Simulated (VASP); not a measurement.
# RbBr in VASP: a series of runs

The runs below take RbBr through single point, with r2SCAN.

Everything below comes from runs of VASP 6.6.1. Logs are shortened: lines on timing, memory, paths and dates and some standing lists are left out, and cuts for length are marked.

## Step 1: The cell of the first run

It takes space group I4/mmm (No. 139, tetragonal). Conventional cell: a = 4.894 Å, b = 4.894 Å, c = 7.191 Å, α = 90.00°, β = 90.00°, γ = 90.00°. Rb (site symmetry 4/mmm) has 6 Br at 3.46 to 3.60 Å within 4.5 Å. Br (site symmetry 4/mmm) has 6 Rb at 3.46 to 3.60 Å within 4.5 Å.

## Step 2: Single point, r2SCAN (uniaxial z strain +3.9%)

POSCAR reads:

```
RbBr
1.0
    0.0000000000      3.4608320474      3.5954584140
    3.4608320474      0.0000000000      3.5954584140
    3.4608320474      3.4608320474      0.0000000000
Rb Br
1 1
Direct
    0.0000000000      0.0000000000      0.0000000000
    0.5000000000      0.5000000000      0.5000000000
```

INCAR.step1 reads:

```
PREC = Accurate ; ENCUT = 520
ISMEAR = 0 ; SIGMA = 0.01
LREAL = F ; LASPH = T
NELM = 100 ; NBANDS = 15
GGA = PE ; ALGO = Normal
EDIFF = 1E-4 ; LWAVE = T
LCHARG = F
```

INCAR.step2 reads:

```
PREC = Accurate ; ENCUT = 520
EDIFF = 1E-6 ; ISMEAR = 0
SIGMA = 0.01 ; LREAL = F
LASPH = T ; NELM = 100
ALGO = Normal ; ISIF = 2
LWAVE = F ; LCHARG = F
METAGGA = R2SCAN ; LMIXTAU = T
NBANDS = 15 ; ISTART = 1
```

KPOINTS reads:

```
regular mesh
0
Gamma
  6 6 6
```

Potentials or basis: VASP PAW PBE potentials, release 64 (Rb_sv, Br).

Run with:

```bash
cat potpaw_PBE.64/Rb_sv/POTCAR potpaw_PBE.64/Br/POTCAR > POTCAR
cp INCAR.step1 INCAR
mpirun -np 1 vasp_std > vasp.out
cp INCAR.step2 INCAR
mpirun -np 1 vasp_std > vasp.out
```

OUTCAR:

```text
PREC = Accurate
   ENCUT = 520
   EDIFF = 1E-6
   ISMEAR = 0
   LREAL = F
   LASPH = T
   NELM = 100
   ISIF = 2
   METAGGA = R2SCAN
   ISTART = 1

 ion  position               nearest neighbor table
   1  0.000  0.000  0.000-   2 3.46   2 3.46   2 3.46   2 3.46   2 3.60   2 3.60
   2  0.500  0.500  0.500-   1 3.46   1 3.46   1 3.46   1 3.46   1 3.60   1 3.60

  LATTYP: Found a body centered tetragonal cell.
 ALAT       =     4.8943556185
 C/A-ratio  =     1.4692264699

  Lattice vectors:

 A1 = (  -3.4608320474,   0.0000000000,   3.5954584140)
 A2 = (   3.4608320474,   0.0000000000,   3.5954584140)
 A3 = (   0.0000000000,   3.4608320474,  -3.5954584140)

Analysis of symmetry for initial positions (statically):
=====================================================================
 Subroutine PRICEL returns:
 Original cell was already a primitive cell.

 Routine SETGRP: Setting up the symmetry group for a
 body centered tetragonal supercell.

 Subroutine GETGRP returns: Found 16 space group operations
 (whereof 16 operations were pure point group operations)
 out of a pool of 16 trial point group operations.

The static configuration has the point symmetry D_4h.

Analysis of symmetry for dynamics (positions and initial velocities):
=====================================================================
 Subroutine PRICEL returns:
 Original cell was already a primitive cell.

 Routine SETGRP: Setting up the symmetry group for a
 body centered tetragonal supercell.

 Subroutine GETGRP returns: Found 16 space group operations
 (whereof 16 operations were pure point group operations)
 out of a pool of 16 trial point group operations.

The dynamic configuration has the point symmetry D_4h.

 Subroutine INISYM returns: Found 16 space group operations
 (whereof 16 operations are pure point group operations),
 and found     1 'primitive' translations

----------------------------------------------------------------------------------------

                                     Primitive cell

  volume of cell :      86.1282

  direct lattice vectors                    reciprocal lattice vectors
     0.000000000  3.460832047  3.595458414    -0.144473928  0.144473928  0.139064326
     3.460832047  0.000000000  3.595458414     0.144473928 -0.144473928  0.139064326
     3.460832047  3.460832047  0.000000000     0.144473928  0.144473928 -0.139064326

  length of vectors
     4.990458863  4.990458863  4.894355619     0.247152419  0.247152419  0.247152419

  position of ions in fractional coordinates (direct lattice)
     0.000000000  0.000000000  0.000000000
     0.500000000  0.500000000  0.500000000

  ion indices of the primitive-cell ions
   primitive index   ion index
                 1           1
                 2           2

----------------------------------------------------------------------------------------

 KPOINTS: regular mesh

Automatic generation of k-mesh.
 Grid dimensions read from file:
 generate k-points for:    6    6    6

 Generating k-lattice:

  Cartesian coordinates                     Fractional coordinates (reciprocal lattice)
    -0.024078988  0.024078988  0.023177388     0.166666667 -0.000000000  0.000000000
     0.024078988 -0.024078988  0.023177388    -0.000000000  0.166666667  0.000000000
     0.024078988  0.024078988 -0.023177388     0.000000000  0.000000000  0.166666667

  Length of vectors
     0.041192070  0.041192070  0.041192070

  Shift w.r.t. Gamma in fractional coordinates (k-lattice)
     0.000000000  0.000000000  0.000000000

 Subroutine IBZKPT returns following result:
 ===========================================

 Found     30 irreducible k-points:

 Following reciprocal coordinates:
            Coordinates               Weight
  0.000000  0.000000  0.000000      1.000000
  0.166667  0.000000  0.000000      8.000000
  0.333333  0.000000  0.000000      8.000000
  0.500000  0.000000  0.000000      4.000000
  0.166667  0.166667  0.000000      2.000000
  0.333333  0.166667  0.000000      8.000000
[... 16 lines left out ...]
  0.333333  0.000000  0.333333      4.000000
  0.500000 -0.000000  0.333333     16.000000
 [... further k-points ...]
   k-points           NKPTS =     30   k-points in BZ     NKDIM =     30   number of bands    NBANDS=     15
   number of dos      NEDOS =    301   number of ions     NIONS =      2
   total plane-waves  NPLWV =  57600
   dimension x,y,z NGX =    40 NGY =   40 NGZ =   36
   dimension x,y,z NGXF=    80 NGYF=   80 NGZF=   72
   ions per type =               1   1
   NGX,Y,Z   is equivalent  to a cutoff of  13.33, 13.33, 12.23 a.u.
   NGXF,Y,Z  is equivalent  to a cutoff of  26.65, 26.65, 24.46 a.u.
 SYSTEM =  unknown system
   PREC   = accura    normal or accurate (medium, high low for compatibility)
   ISTART =      1    job   : 0-new  1-cont  2-samecut
   ICHARG =      0    charge: 1-file 2-atom 10-const
   ISPIN  =      1    spin polarized calculation?
   LNONCOLLINEAR =      F non collinear calculations
   LSORBIT =      F    spin-orbit coupling
   LASPH  =      T    aspherical Exc in radial PAW
   ENCUT  =  520.0 eV  38.22 Ry    6.18 a.u.   9.28  9.28  9.10*2*pi/ulx,y,z
   NELM   =    100;   NELMIN=  2; NELMDL=  0     # of ELM steps
   EDIFF  = 0.1E-05   stopping-criterion for ELM
   LREAL  =      F    real-space projection
   EDIFFG = 0.1E-04   stopping-criterion for IOM
   NSW    =      0    number of steps for IOM
   IBRION =     -1    ionic relax: 0-MD 1-quasi-New 2-CG
   NFREE  =      0    steps in history (QN), initial steepest desc. (CG)
   ISIF   =      2    stress and relaxation
   ISYM   =      2    0-nonsym 1-usesym 2-fastsym
   POTIM  = 0.5000    time-step for ionic-motion
   TEBEG  =    0.0;   TEEND  =   0.0 temperature during run
   PSTRESS=    0.0 pullay stress
   NELECT =      16.0000    total number of electrons
   NUPDOWN=      -1.0000    fix difference up-down
   EMIN   =  10.00;   EMAX   =-10.00  energy-range for DOS
   EFERMI =   0.00;   METHOD = LEGACY
   ISMEAR =     0;   SIGMA  =   0.01  broadening in eV -4-tet -1-fermi 0-gaus
   EFERMI_NEDOS =   21; number of points for ismear=-14 and -15
   IALGO  =     38    algorithm
   IMIX   =      4    mixing-type and parameters
     AMIX     =   0.40;   BMIX     =  1.00
     AMIX_MAG =   1.60;   BMIX_MAG =  1.00
  volume/ion in A,a.u.               =      43.06       290.61
  Fermi-wavevector in a.u.,A,eV,Ry     =   0.934114  1.765219 11.872013  0.872568
  Thomas-Fermi vector in A             =   2.060885
   LORBIT       =      0    0 simple, 1 ext, 2 COOP (PROOUT), +10 PAW based schemes
   METAGGA = R2SCAN    functional components
   LHFCALC =     F    Hartree Fock is set to
   AEXX    =    0.0000 exact exchange contribution
   IVDW    =     0    specifies the selected vdW correction
   LEPSILON=     F    determine dielectric tensor
   LRPA    =     F    only Hartree local field effects (RPA)
 non-spin polarized calculation
 Gauss-broadening in eV      SIGMA  =   0.01
  energy-cutoff  :      520.00
  volume of cell :       86.13
 maximum number of plane-waves:      2336
 NGX is ok and might be reduce to    40
   NGX = 19   NGY = 19   NGZ = 19

 number of electron      15.9999999 magnetization

 Free energy of the ion-electron system (eV)
  ---------------------------------------------------
  ext. energy  EPLUGINS =         0.00000000
  ---------------------------------------------------
  free energy    TOTEN  =       -31.14524055 eV

  energy without entropy =      -31.14524055  energy(sigma->0) =      -31.14524055

 E-fermi :  -2.3232     XC(G=0):  -7.3411

 val. band max:       -2.3876877624   @ k =   0.0000   0.0000   0.0000
 cond. band min:       2.3960553894   @ k =   0.0000   0.0000   0.0000
 fundamental gap:      4.7837431518
 Fermi energy:        -2.3231562494

 k-point     1 :       0.0000    0.0000    0.0000
  band No.  band energies     occupation
      1     -27.6997      2.00000
      2     -14.9491      2.00000
      3     -11.2292      2.00000
      4     -11.2226      2.00000
      5     -11.2226      2.00000
      6      -2.4180      2.00000
      7      -2.3877      2.00000
      8      -2.3877      2.00000
      9       2.3961      0.00000
     10       5.3219      0.00000
     11       5.5400      0.00000
     12       5.5400      0.00000
     13       6.3926      0.00000
     14       6.5855      0.00000
     15       8.7735      0.00000

 k-point     2 :       0.1667    0.0000    0.0000
  band No.  band energies     occupation
      1     -27.6981      2.00000
      2     -14.9566      2.00000
      3     -11.2324      2.00000
      4     -11.2224      2.00000
      5     -11.2123      2.00000
      6      -2.6552      2.00000
      7      -2.4828      2.00000
      8      -2.4687      2.00000
      9       2.9831      0.00000
     10       5.2607      0.00000
     11       5.7286      0.00000
     12       5.8523      0.00000
     13       6.7589      0.00000
     14       6.9709      0.00000
     15       9.7978      0.00000

 k-point     3 :       0.3333    0.0000    0.0000
  band No.  band energies     occupation
      1     -27.6947      2.00000
      2     -14.9717      2.00000
      3     -11.2396      2.00000
      4     -11.2219      2.00000
      5     -11.1910      2.00000
      6      -3.0793      2.00000
      7      -2.6240      2.00000
      8      -2.6223      2.00000
      9       4.1668      0.00000
     10       5.3076      0.00000
     11       6.6286      0.00000
     12       6.7257      0.00000
     13       7.6694      0.00000
     14       7.9314      0.00000
     15       9.6064      0.00000
[... 343 lines left out ...]
 k-point    23 :       0.3333    0.0000    0.3333
  band No.  band energies     occupation
      1     -27.6928      2.00000
      2     -14.9329      2.00000
      3     -11.2720      2.00000
      4     -11.2664      2.00000
      5     -11.2658      2.00000
      6      -2.9565      2.00000
      7      -2.5460      2.00000
      8      -2.5286      2.00000
      9       4.0181      0.00000
     10       4.3718      0.00000
     11       7.2117      0.00000
     12       7.7464      0.00000
     13       7.8128      0.00000
     14       7.9103      0.00000
     15       9.0052      0.00000

 k-point    24 :       0.5000   -0.0000    0.3333
  band No.  band energies     occupation
      1     -27.6912      2.00000
      2     -14.9209      2.00000
      3     -11.3237      2.00000
      4     -11.2714      2.00000
      5     -11.2649      2.00000
      6      -2.8838      2.00000
      7      -2.6703      2.00000
      8      -2.5972      2.00000
      9       4.1035      0.00000
     10       5.3162      0.00000
     11       6.8700      0.00000
     12       7.6878      0.00000
     13       7.7551      0.00000
     14       8.5010      0.00000
     15       9.0684      0.00000

 [... further k-points ...]

------------------------ aborting loop because EDIFF is reached ----------------------------------------

  FORCE on cell =-STRESS in cart. coord.  units (eV):
  Direction    XX          YY          ZZ          XY          YZ          ZX
  --------------------------------------------------------------------------------------
  -------------------------------------------------------------------------------------
  Total       -0.0523178     -0.0523178     -0.5284097      0.0000000     -0.0000000     -0.0000000
  in kB       -0.9732284     -0.9732284     -9.8296046      0.0000000     -0.0000000     -0.0000000
  external PRESSURE =      -3.9253538 kB  Pullay stress =       0.0000000 kB

 VOLUME and BASIS-vectors are now :
 -----------------------------------------------------------------------------
  energy-cutoff  :      520.00
  volume of cell :       86.13
      direct lattice vectors                 reciprocal lattice vectors
     0.000000000  3.460832047  3.595458414    -0.144473928  0.144473928  0.139064326
     3.460832047  0.000000000  3.595458414     0.144473928 -0.144473928  0.139064326
     3.460832047  3.460832047  0.000000000     0.144473928  0.144473928 -0.139064326

 POSITION                                       TOTAL-FORCE (eV/Angst)
 -----------------------------------------------------------------------------------
      0.00000      0.00000      0.00000        -0.000000      0.000000      0.000000
      3.46083      3.46083      3.59546         0.000000     -0.000000     -0.000000
 -----------------------------------------------------------------------------------
    total drift:                                0.000000     -0.000000     -0.000000

  FREE ENERGIE OF THE ION-ELECTRON SYSTEM (eV)
  ---------------------------------------------------
  free  energy   TOTEN  =       -31.1452405514 eV

  energy  without entropy=      -31.1452405514  energy(sigma->0) =      -31.14524055
```

Wall time 2.6 min (1 thread of Intel Xeon Platinum 8259CL at 2.50GHz (Skylake/Cascade Lake), shared host); peak memory 0.25 GiB.

Results:

```yaml
Free_energy: -31.1452 eV
Pressure: -0.4 GPa
Band_gap_on_the_k_mesh: 4.78 eV, direct
```

Stress tensor (GPa, compression positive):
```
-0.10  0.00  0.00
 0.00 -0.10  0.00
 0.00  0.00 -0.98
```

Caveat: the cell differs from its parent crystal (uniaxial z strain +3.9%); the PAW data sets were made with another functional, which shifts forces and pressure a little.

## Step 3: Single point, r2SCAN (shear xy strain -4.0%)

POSCAR reads:

```
RbBr
1.0
   -0.0688705577      3.4608320474      3.4608320474
    3.4608320474     -0.0688705577      3.4608320474
    3.3919614897      3.3919614897      0.0000000000
Rb Br
1 1
Direct
    0.0000000000      0.0000000000      0.0000000000
    0.5000000000      0.5000000000      0.5000000000
```

INCAR.step1 reads:

```
SYSTEM = RbBr
PREC = Accurate
ENCUT = 520
ISMEAR = 0
SIGMA = 0.01
LREAL = .FALSE.
LASPH = .TRUE.
NELM = 100
NBANDS = 15
GGA = PE
ALGO = Normal
EDIFF = 1E-4
LWAVE = .TRUE.
LCHARG = .FALSE.
```

INCAR.step2 reads:

```
SYSTEM = RbBr
PREC = Accurate
ENCUT = 520
EDIFF = 1E-6
ISMEAR = 0
SIGMA = 0.01
LREAL = .FALSE.
LASPH = .TRUE.
NELM = 100
ALGO = Normal
ISIF = 2
LWAVE = .FALSE.
LCHARG = .FALSE.
METAGGA = R2SCAN
LMIXTAU = .TRUE.
NBANDS = 15
ISTART = 1
```

KPOINTS reads:

```
regular mesh
0
G
  6 6 6
  0 0 0
```

Potentials or basis: VASP PAW PBE potentials, release 64 (Rb_sv, Br).

Run with:

```bash
cat potpaw_PBE.64/Rb_sv/POTCAR potpaw_PBE.64/Br/POTCAR > POTCAR
cp INCAR.step1 INCAR
mpirun -np 1 vasp_std > vasp.out
cp INCAR.step2 INCAR
mpirun -np 1 vasp_std > vasp.out
```

Wall time 2.9 min (1 thread of Intel Xeon Platinum 8259CL at 2.50GHz (Skylake/Cascade Lake), shared host); peak memory 0.24 GiB.

The run converged. Its results:

* Free energy: -31.1540 eV
* Pressure: 0.0 GPa
* Band gap on the k mesh: 4.86 eV, direct

Stress tensor (GPa, compression positive):
```
0.04 0.16 0.00
0.16 0.04 0.00
0.00 0.00 0.04
```

Levels at points of the mesh, in eV from the valence-band top:
```
           k point  band 4  band 5  band 6  band 7  band 8  band 9  band 10  band 11  band 12  band 13
(0.00, 0.00, 0.00)   -8.78   -8.78   -0.06   -0.04    0.00    4.86     7.68     7.84     8.00     8.89
(0.50, 0.00, 0.00)   -8.79   -8.73   -0.96   -0.36   -0.30    7.18     8.07     9.94    10.18    10.67
(0.50, 0.50, 0.00)   -8.85   -8.84   -0.51   -0.23   -0.15    6.06     7.81     9.53     9.97    10.19
(0.00, 0.00, 0.50)   -8.79   -8.75   -0.95   -0.41   -0.36    7.18     8.19    10.03    10.27    10.58
(0.50, 0.00, 0.50)   -8.85   -8.85   -0.51   -0.19   -0.19    6.06     7.79     9.53     9.94    10.17
```

Caveat: the cell differs from its parent crystal (shear xy strain -4.0%); the PAW data sets were made with another functional, which shifts forces and pressure a little.
